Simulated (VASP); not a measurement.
Input of a VASP 6.6.1 run:

INCAR

```
SYSTEM = Pt
PREC = Accurate ; ENCUT = 520
EDIFF = 1E-7 ; ISMEAR = -1
SIGMA = 0.06122561905347299 ; LREAL = .False.
LASPH = .True. ; NELM = 100
ALGO = Normal ; ISIF = 2
LWAVE = .False. ; LCHARG = .False.
GGA = PE ; NBANDS = 11
```

The input KPOINTS:

```
regular mesh
0
Gamma
  24 24 24
  0 0 0
```

The input POSCAR:

```
Pt
1.0
    0.0000000000      2.0244875964      2.0244875964
    2.0244875964      0.0000000000      2.0244875964
    2.0244875964      2.0244875964      0.0000000000
Pt
1
Direct
    0.0000000000      0.0000000000      0.0000000000
```

Potentials or basis: VASP PAW PBE potentials, release 64 (Pt).

Command:

```sh
$ cat potpaw_PBE.64/Pt/POTCAR > POTCAR
$ mpirun -np 1 vasp_std > vasp.out
```

(1) Estimate the pressure.

(2) Estimate the band gap on the k mesh.

## Answers

(1) -12.8 GPa.

(2) zero (band 5 reaches 9.92 eV, above the bottom of band 6 at 8.03 eV).

Caveat: spin-orbit coupling is left out, which moves the levels of the heavy elements.
